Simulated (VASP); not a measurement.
A run of VASP 6.6.1 is set up as follows.

INCAR

```
SYSTEM = AlGa3N4
PREC     = Accurate       ! precision mode
ENCUT    = 520            ! plane-wave cutoff, eV
EDIFF    = 1E-6           ! SCF threshold, eV
ISMEAR   = 0              ! smearing method
SIGMA    = 0.01           ! smearing width, eV
LREAL    = .FALSE.        ! projectors in reciprocal space
LASPH    = .TRUE.         ! aspherical terms in the spheres
NELM     = 100            ! most SCF steps
ALGO     = Normal         ! electronic algorithm
ISIF     = 2              ! what is computed and relaxed
LWAVE    = .FALSE.        ! write WAVECAR
LCHARG   = .FALSE.        ! write CHGCAR
GGA      = PS             ! functional
NBANDS   = 41             ! bands
```

The input KPOINTS:

```
Automatic mesh
0
G
  4 4 4
  0 0 0
```

The input POSCAR:

```
AlGa3N4
1.0
    4.4716853600      0.0000000000      0.0000000000
    0.0000000000      4.4716853600      0.0000000000
    0.0000000000      0.0000000000      4.4716853600
Al Ga N
1 3 4
Direct
    0.0000000000      0.0000000000      0.0000000000
    0.5000000000      0.5000000000      0.0000000000
    0.5000000000      0.0000000000      0.5000000000
    0.0000000000      0.5000000000      0.5000000000
    0.7557144204      0.7557144204      0.2442855796
    0.7557144204      0.2442855796      0.7557144204
    0.2442855796      0.7557144204      0.7557144204
    0.2442855796      0.2442855796      0.2442855796
```

Potentials or basis: VASP PAW PBE potentials, release 64 (Al, Ga_d, N).

Command:

```sh
$ cat potpaw_PBE.64/Al/POTCAR potpaw_PBE.64/Ga_d/POTCAR potpaw_PBE.64/N/POTCAR > POTCAR
$ mpirun -np 1 vasp_std > vasp.out
```

Question: Predict the band gap on the k mesh.

Answer: 2.29 eV, direct.

Question: What does it give for the pressure?

Answer: -0.7 GPa.

Question: Estimate the largest force.

Answer: 0.139 eV/Å.

Forces on the atoms (eV/Å):
```
Al   0.000  0.000  0.000
Ga   0.000  0.000  0.000
Ga   0.000  0.000  0.000
Ga   0.000  0.000  0.000
N   -0.080 -0.080  0.080
N   -0.080  0.080 -0.080
N    0.080 -0.080 -0.080
N    0.080  0.080  0.080
```

Caveat: the PAW data sets were made with another functional, which shifts forces and pressure a little.
